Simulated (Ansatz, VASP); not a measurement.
C in VASP and in Ansatz

POSCAR

```
C
1.0
    0.0000000000      1.8691487922      1.8691487922
    1.8691487922      0.0000000000      1.8691487922
    1.8691487922      1.8691487922      0.0000000000
C
2
Direct
    0.5000000000      0.5000000000      0.5000000000
    0.7500000000      0.7500000000      0.7500000000
```

Contents of INCAR.step1:

```
  PREC = Accurate
  ENCUT = 520
  ISMEAR = 0
  SIGMA = 0.05
  LREAL = False
  LASPH = True
  NELM = 80
  NBANDS = 11
  GGA = PE
  ALGO = Normal
  EDIFF = 1E-4
  LWAVE = True
  LCHARG = False
```

The input INCAR.step2:

```
  PREC = Accurate
  ENCUT = 520
  EDIFF = 1E-6
  ISMEAR = 0
  SIGMA = 0.05
  LREAL = False
  LASPH = True
  NELM = 80
  ALGO = Normal
  ISIF = 2
  LWAVE = False
  LCHARG = True
  METAGGA = R2SCAN
  LMIXTAU = True
  LELF = True
  LVHAR = True
  NBANDS = 11
  ISTART = 1
```

File KPOINTS:

```
regular mesh
0
Gamma
  12 12 12
```

Input for Ansatz:

```yaml
crystal:
  lattice:
    - [0.0, 1.8691487922, 1.8691487922]
    - [1.8691487922, 0.0, 1.8691487922]
    - [1.8691487922, 1.8691487922, 0.0]
  atoms:
    - { symbol: C, position: [0.5, 0.5, 0.5] }
    - { symbol: C, position: [0.75, 0.75, 0.75] }
basis:
  ecutwfc: 500
kpoints:
  mp_grid: { grid: [12, 12, 12] }
hamiltonian:
  xc: r2scan
scf:
  occupations: { method: gaussian, width: 0.05 }
output:
  forces: true
  stress: true
  eigenvalues: true
```

Change from the starting cell: strain +0.050 along x and y, +0.050 along z, atoms carried along.

Alike in both runs: task single point; functional r2SCAN; k mesh 12 × 12 × 12; occupations gaussian, width 0.05 eV; no spin polarisation.

```csv
,VASP,Ansatz
version,VASP 6.6.1,Ansatz 0.2.0
potentials or method,"VASP PAW PBE potentials, release 64 (C), cutoff 520 eV","scalar-relativistic, plane waves, PAW"
valence electrons in the cell,8,8
```

|  | VASP | Ansatz | Ansatz less VASP |
| --- | --- | --- | --- |
| gap on the k mesh at the Fermi level (eV) | 4.02 | 4.04 | +0.023 |
| least direct gap on the mesh (eV) | 5.45 | 5.48 | +0.034 |
| pressure (GPa) | -49.6 | -50.2 | -0.66 |

VASP's potentials were made for PBE, not for r2SCAN. Both programs put the cell under strong tension, so it lies far from rest at this level.

Noted on VASP's run: the cell as given lies far from equilibrium.
